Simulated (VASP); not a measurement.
# TiC (Fm-3m) in VASP: a series of runs

TiC is run at these levels: RPBE+D4, revPBE; tasks: single point, relaxation of cell and atoms.

Everything below comes from runs of VASP 6.6.1. Logs are shortened: lines on timing, memory, paths and dates and some standing lists are left out, and cuts for length are marked.

**1. The cell of the first run**

Symmetry: Fm-3m, No. 225, cubic system. Conventional cell: a = 4.297 Å, b = 4.297 Å, c = 4.297 Å, α = 90.00°, β = 90.00°, γ = 90.00°. Within 2.8 Å of Ti (site symmetry m-3m) lie 6 C at 2.15 Å. C (site symmetry m-3m) has 6 Ti at 2.15 Å within 2.8 Å.

**2. Single point, RPBE+D4**

The input, INCAR:

```
SYSTEM = TiC
  PREC = Accurate
  ENCUT = 520
  EDIFF = 1E-6
  ISMEAR = -1
  SIGMA = 0.05
  LREAL = .FALSE.
  LASPH = .TRUE.
  NELM = 100
  ALGO = Normal
  ISIF = 2
  LWAVE = .FALSE.
  LCHARG = .FALSE.
  GGA = RP
  IVDW = 13
  NBANDS = 15
```

The input, KPOINTS:

```
regular mesh
0
G
  11 11 11
  0 0 0
```

The input, POSCAR:

```
TiC
1.0
    0.0000000000      2.1482612967      2.1482612967
    2.1482612967      0.0000000000      2.1482612967
    2.1482612967      2.1482612967      0.0000000000
Ti C
1 1
Direct
    0.0000000000      0.0000000000      0.0000000000
    0.5000000000      0.5000000000      0.5000000000
```

Potentials or basis: VASP PAW PBE potentials, release 64 (Ti_sv, C).

Command:

```
$ cat potpaw_PBE.64/Ti_sv/POTCAR potpaw_PBE.64/C/POTCAR > POTCAR
$ mpirun -np 1 vasp_std > vasp.out
```

OUTCAR:

```text
SYSTEM = TiC
   PREC = Accurate
   ENCUT = 520
   EDIFF = 1E-6
   ISMEAR = -1
   LREAL = .FALSE.
   LASPH = .TRUE.
   NELM = 100
   ISIF = 2
   GGA = RP
   IVDW = 13

 ion  position               nearest neighbor table
   1  0.000  0.000  0.000-   2 2.15   2 2.15   2 2.15   2 2.15   2 2.15   2 2.15
   2  0.500  0.500  0.500-   1 2.15   1 2.15   1 2.15   1 2.15   1 2.15   1 2.15

  LATTYP: Found a face centered cubic cell.
 ALAT       =     4.2965225934

  Lattice vectors:

 A1 = (   0.0000000000,   2.1482612967,   2.1482612967)
 A2 = (   2.1482612967,   0.0000000000,   2.1482612967)
 A3 = (   2.1482612967,   2.1482612967,   0.0000000000)

Analysis of symmetry for initial positions (statically):
=====================================================================
 Subroutine PRICEL returns:
 Original cell was already a primitive cell.

 Routine SETGRP: Setting up the symmetry group for a
 face centered cubic supercell.

 Subroutine GETGRP returns: Found 48 space group operations
[... 9 lines left out ...]

 Routine SETGRP: Setting up the symmetry group for a
 face centered cubic supercell.

 Subroutine GETGRP returns: Found 48 space group operations
[... 11 lines left out ...]
                                     Primitive cell

  volume of cell :      19.8286

  direct lattice vectors                    reciprocal lattice vectors
     0.000000000  2.148261297  2.148261297    -0.232746361  0.232746361  0.232746361
     2.148261297  0.000000000  2.148261297     0.232746361 -0.232746361  0.232746361
     2.148261297  2.148261297  0.000000000     0.232746361  0.232746361 -0.232746361

  length of vectors
     3.038100261  3.038100261  3.038100261     0.403128523  0.403128523  0.403128523

  position of ions in fractional coordinates (direct lattice)
[... 8 lines left out ...]
----------------------------------------------------------------------------------------

 KPOINTS: regular mesh

Automatic generation of k-mesh.
 Grid dimensions read from file:
 generate k-points for:   11   11   11

 Generating k-lattice:

  Cartesian coordinates                     Fractional coordinates (reciprocal lattice)
    -0.021158760  0.021158760  0.021158760     0.090909091  0.000000000  0.000000000
     0.021158760 -0.021158760  0.021158760     0.000000000  0.090909091  0.000000000
     0.021158760  0.021158760 -0.021158760     0.000000000  0.000000000  0.090909091

  Length of vectors
     0.036648048  0.036648048  0.036648048

  Shift w.r.t. Gamma in fractional coordinates (k-lattice)
     0.000000000  0.000000000  0.000000000

 Subroutine IBZKPT returns following result:
 ===========================================

 Found     56 irreducible k-points:

 Following reciprocal coordinates:
            Coordinates               Weight
  0.000000  0.000000  0.000000      1.000000
  0.090909  0.000000  0.000000      8.000000
  0.181818  0.000000  0.000000      8.000000
  0.272727  0.000000  0.000000      8.000000
  0.363636  0.000000  0.000000      8.000000
  0.454545  0.000000  0.000000      8.000000
[... 16 lines left out ...]
 -0.272727  0.181818  0.000000     24.000000
 -0.181818  0.181818  0.000000     12.000000
 [... further k-points ...]
   k-points           NKPTS =     56   k-points in BZ     NKDIM =     56   number of bands    NBANDS=     15
   number of dos      NEDOS =    301   number of ions     NIONS =      2
   total plane-waves  NPLWV =  13824
   dimension x,y,z NGX =    24 NGY =   24 NGZ =   24
   dimension x,y,z NGXF=    48 NGYF=   48 NGZF=   48
   ions per type =               1   1
   NGX,Y,Z   is equivalent  to a cutoff of  13.13, 13.13, 13.13 a.u.
   NGXF,Y,Z  is equivalent  to a cutoff of  26.27, 26.27, 26.27 a.u.
 SYSTEM =  TiC
   PREC   = accura    normal or accurate (medium, high low for compatibility)
   ISTART =      0    job   : 0-new  1-cont  2-samecut
   ICHARG =      2    charge: 1-file 2-atom 10-const
   ISPIN  =      1    spin polarized calculation?
   LNONCOLLINEAR =      F non collinear calculations
   LSORBIT =      F    spin-orbit coupling
   LASPH  =      T    aspherical Exc in radial PAW
   ENCUT  =  520.0 eV  38.22 Ry    6.18 a.u.   5.65  5.65  5.65*2*pi/ulx,y,z
   NELM   =    100;   NELMIN=  2; NELMDL= -5     # of ELM steps
   EDIFF  = 0.1E-05   stopping-criterion for ELM
   LREAL  =      F    real-space projection
   EDIFFG = 0.1E-04   stopping-criterion for IOM
   NSW    =      0    number of steps for IOM
   IBRION =     -1    ionic relax: 0-MD 1-quasi-New 2-CG
   NFREE  =      0    steps in history (QN), initial steepest desc. (CG)
   ISIF   =      2    stress and relaxation
   ISYM   =      2    0-nonsym 1-usesym 2-fastsym
   POTIM  = 0.5000    time-step for ionic-motion
   TEBEG  =    0.0;   TEEND  =   0.0 temperature during run
   PSTRESS=    0.0 pullay stress
   NELECT =      16.0000    total number of electrons
   NUPDOWN=      -1.0000    fix difference up-down
   EMIN   =  10.00;   EMAX   =-10.00  energy-range for DOS
   EFERMI =   0.00;   METHOD = LEGACY
   ISMEAR =    -1;   SIGMA  =   0.05  broadening in eV -4-tet -1-fermi 0-gaus
   EFERMI_NEDOS =   21; number of points for ismear=-14 and -15
   IALGO  =     38    algorithm
   IMIX   =      4    mixing-type and parameters
     AMIX     =   0.40;   BMIX     =  1.00
     AMIX_MAG =   1.60;   BMIX_MAG =  1.00
  volume/ion in A,a.u.               =       9.91        66.90
  Fermi-wavevector in a.u.,A,eV,Ry     =   1.524115  2.880160 31.605332  2.322926
  Thomas-Fermi vector in A             =   2.632466
   LORBIT       =      0    0 simple, 1 ext, 2 COOP (PROOUT), +10 PAW based schemes
   GGA     = RP    functional components
   LHFCALC =     F    Hartree Fock is set to
   AEXX    =    0.0000 exact exchange contribution
   IVDW    =    13    specifies the selected vdW correction
   LEPSILON=     F    determine dielectric tensor
   LRPA    =     F    only Hartree local field effects (RPA)
 non-spin polarized calculation
  energy-cutoff  :      520.00
  volume of cell :       19.83
 maximum number of plane-waves:       542
   NGX = 11   NGY = 11   NGZ = 11

 number of electron      16.0000003 magnetization

 Free energy of the ion-electron system (eV)
  ---------------------------------------------------
  ext. energy  EPLUGINS =         0.00000000
  ---------------------------------------------------
  free energy    TOTEN  =       -17.77411024 eV

  energy without entropy =      -17.77177286  energy(sigma->0) =      -17.77294155

 E-fermi :   9.8855     XC(G=0): -12.7304

 val. band max:        9.7551888132   @ k =   0.4545   0.4545   0.0000
 cond. band min:       9.9711836267   @ k =   0.0909   0.0000   0.0000
 fundamental gap:      0.2159948135
 Fermi energy:         9.8854920552

 k-point     1 :       0.0000    0.0000    0.0000
  band No.  band energies     occupation
      1     -46.8457      2.00000
      2     -22.7871      2.00000
      3     -22.7871      2.00000
      4     -22.7871      2.00000
      5      -2.7619      2.00000
      6      10.5357      0.00000
      7      10.5357      0.00000
      8      10.5357      0.00000
      9      11.5258      0.00000
     10      11.5258      0.00000
     11      11.5258      0.00000
     12      11.5746      0.00000
     13      11.5746      0.00000
     14      20.6399      0.00000
     15      23.9278      0.00000

 k-point     2 :       0.0909    0.0000    0.0000
  band No.  band energies     occupation
      1     -46.8394      2.00000
      2     -22.8315      2.00000
      3     -22.7912      2.00000
      4     -22.7912      2.00000
      5      -2.5703      2.00000
      6       9.6935      1.95793
      7       9.9712      0.30533
      8       9.9712      0.30533
      9      10.8667      0.00000
     10      10.8667      0.00000
     11      11.9434      0.00000
     12      13.0789      0.00000
     13      13.0789      0.00000
     14      20.9633      0.00000
     15      24.0056      0.00000

 k-point     3 :       0.1818    0.0000    0.0000
  band No.  band energies     occupation
      1     -46.8224      2.00000
      2     -22.9492      2.00000
      3     -22.8022      2.00000
      4     -22.8022      2.00000
      5      -2.0211      2.00000
      6       8.2219      2.00000
      7       8.8044      2.00000
      8       8.8044      2.00000
      9      11.2250      0.00000
     10      11.2250      0.00000
     11      12.3997      0.00000
     12      14.6747      0.00000
     13      14.6747      0.00000
     14      21.4669      0.00000
     15      24.0498      0.00000

 k-point     4 :       0.2727    0.0000    0.0000
  band No.  band energies     occupation
      1     -46.8001      2.00000
      2     -23.1001      2.00000
      3     -22.8165      2.00000
      4     -22.8165      2.00000
      5      -1.1879      2.00000
      6       6.6326      2.00000
      7       7.8611      2.00000
      8       7.8611      2.00000
      9      11.7950      0.00000
     10      11.7950      0.00000
     11      12.8559      0.00000
     12      16.1724      0.00000
     13      16.1724      0.00000
     14      20.8720      0.00000
     15      24.7211      0.00000
[... 307 lines left out ...]
 k-point    22 :      -0.3636    0.1818    0.0000
  band No.  band energies     occupation
      1     -46.7598      2.00000
      2     -23.2412      2.00000
      3     -22.9564      2.00000
      4     -22.8506      2.00000
      5       0.3977      2.00000
      6       4.7600      2.00000
      7       6.9014      2.00000
      8       7.0882      2.00000
      9      12.4612      0.00000
     10      12.8178      0.00000
     11      13.7674      0.00000
     12      16.0555      0.00000
     13      17.8708      0.00000
     14      20.3572      0.00000
     15      24.0835      0.00000

 k-point    23 :      -0.2727    0.1818    0.0000
  band No.  band energies     occupation
      1     -46.7735      2.00000
      2     -23.1699      2.00000
      3     -22.9449      2.00000
      4     -22.8274      2.00000
      5      -0.2365      2.00000
      6       5.5009      2.00000
      7       7.2119      2.00000
      8       7.2792      2.00000
      9      11.9038      0.00000
     10      12.8818      0.00000
     11      13.7149      0.00000
     12      15.1049      0.00000
     13      17.9577      0.00000
     14      21.0834      0.00000
     15      23.6394      0.00000

 k-point    24 :      -0.1818    0.1818    0.0000
  band No.  band energies     occupation
      1     -46.7925      2.00000
      2     -23.0823      2.00000
      3     -22.9028      2.00000
      4     -22.8080      2.00000
      5      -0.9954      2.00000
      6       6.4979      2.00000
      7       7.5858      2.00000
      8       7.8377      2.00000
      9      11.4191      0.00000
     10      12.5599      0.00000
     11      13.4912      0.00000
     12      14.3212      0.00000
     13      17.2743      0.00000
     14      21.8709      0.00000
     15      23.4879      0.00000

 [... further k-points ...]

------------------------ aborting loop because EDIFF is reached ----------------------------------------

  DFT-D4 for vdW energy calculation

  Edisp (eV):   -1.17094

  FORCE on cell =-STRESS in cart. coord.  units (eV):
  Direction    XX          YY          ZZ          XY          YZ          ZX
  --------------------------------------------------------------------------------------
  -------------------------------------------------------------------------------------
  Total       0.04163     0.04163     0.04163     0.00000     0.00000    -0.00000
  in kB       3.36390     3.36390     3.36390     0.00000     0.00000    -0.00000
  external pressure =        3.36 kB  Pullay stress =        0.00 kB

 VOLUME and BASIS-vectors are now :
 -----------------------------------------------------------------------------
  energy-cutoff  :      520.00
  volume of cell :       19.83
      direct lattice vectors                 reciprocal lattice vectors
     0.000000000  2.148261297  2.148261297    -0.232746361  0.232746361  0.232746361
     2.148261297  0.000000000  2.148261297     0.232746361 -0.232746361  0.232746361
     2.148261297  2.148261297  0.000000000     0.232746361  0.232746361 -0.232746361

 POSITION                                       TOTAL-FORCE (eV/Angst)
 -----------------------------------------------------------------------------------
      0.00000      0.00000      0.00000        -0.000000     -0.000000      0.000000
      2.14826      2.14826      2.14826         0.000000      0.000000      0.000000
 -----------------------------------------------------------------------------------
    total drift:                                0.000000     -0.000000     -0.000000

  FREE ENERGIE OF THE ION-ELECTRON SYSTEM (eV)
  ---------------------------------------------------
  free  energy   TOTEN  =       -18.9450453614 eV

  energy  without entropy=      -18.9427079837  energy(sigma->0) =      -18.94387667
```

Wall time 14 s (1 thread of Intel Xeon Platinum 8488C (Sapphire Rapids), shared host); peak memory 0.14 GiB.

Results:

- Free energy: -18.9450 eV
- Pressure: 0.3 GPa
- Band gap on the k mesh: zero (band 8 reaches 10.54 eV, above the bottom of band 9 at 9.40 eV)
- Dispersion energy per atom: -0.585 eV

Levels at points of the mesh, in eV from the Fermi level:
```
           k point  band 5  band 6  band 7  band 8  band 9  band 10  band 11  band 12
(0.00, 0.00, 0.00)  -12.65    0.65    0.65    0.65    1.64     1.64     1.64     1.69
```

Caveat: the PAW data sets were made with another functional, which shifts forces and pressure a little; pairwise dispersion overbinds metals, which lowers pressure and volume.

[end of part 1 of 2]
